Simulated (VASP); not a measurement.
A run of VASP 6.6.1 is set up as follows.

File INCAR:

```
SYSTEM = TePt
ALGO = Normal ; EDIFF = 1E-7
ENCUT = 520 ; GGA = PS
ISIF = 2 ; ISMEAR = 0
LASPH = .True. ; LCHARG = .False.
LREAL = .False. ; LWAVE = .False.
NBANDS = 24 ; NELM = 100
PREC = Accurate ; SIGMA = 0.1
```

KPOINTS

```
k-points
0
Gamma
  12 12 10
  0 0 0
```

Contents of POSCAR:

```
TePt
1.0
    4.2231471745      0.0000000000      0.0000000000
   -2.1115735872      3.6573527370      0.0000000000
    0.0000000000      0.0000000000      5.5970657528
Te Pt
2 2
Direct
    0.3333333333      0.6666666667      0.2500000000
    0.6666666667      0.3333333333      0.7500000000
    0.0000000000      0.0000000000      0.0000000000
    0.0000000000      0.0000000000      0.5000000000
```

Potentials or basis: VASP PAW PBE potentials, release 64 (Te, Pt).

Command:

```console
$ cat potpaw_PBE.64/Te/POTCAR potpaw_PBE.64/Pt/POTCAR > POTCAR
$ mpirun -np 1 vasp_std > vasp.out
```

(1) Predict the band gap on the k mesh.

(2) Predict the pressure.

## Answers

(1) zero (band 16 reaches 10.31 eV, above the bottom of band 17 at 8.94 eV).

(2) -1.5 GPa.

Caveat: the cell differs from its parent crystal (strain along c alone, the other axes held: +1.0 %); the PAW data sets were made with another functional, which shifts forces and pressure a little; spin-orbit coupling is left out, which moves the levels of the heavy elements.
